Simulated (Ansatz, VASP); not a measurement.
**Two plane-wave programs on ScAlN2**

```
CELL_PARAMETERS angstrom
1.52769 0.88201 4.93584
-1.52769 0.88201 4.93584
0.00000 -1.76403 4.93584
ATOMIC_POSITIONS crystal
Sc 0.00000 0.00000 0.00000
Al 0.50000 0.50000 0.50000
N 0.24355 0.24355 0.24355
N 0.75645 0.75645 0.75645
```

Alike in both runs: task single point; functional PBE; k mesh 8 × 8 × 8; no spin polarisation.

```csv
,VASP,Ansatz
version,VASP 6.6.1,Ansatz 0.2.0
potentials or method,"VASP PAW PBE potentials, release 64 (Sc_sv, Al, N)","plane waves, PAW"
plane-wave cutoff (eV),520,420
occupations,"gaussian, width 0.01 eV",fixed
valence electrons in the cell,24,24
```

```tsv
	VASP	Ansatz	Ansatz less VASP
gap on the k mesh at the Fermi level (eV)	0.78	0.80	+0.020
pressure (GPa)	0.6	0.0	-0.56
traceless stress, the component that is largest in VASP (GPa)	0.06	0.00	-0.058
rms of the force components (eV/Å)	0.029	0.000	-0.0293
```

Atom by atom the forces differ by 0.029 eV/Å (rms over components).
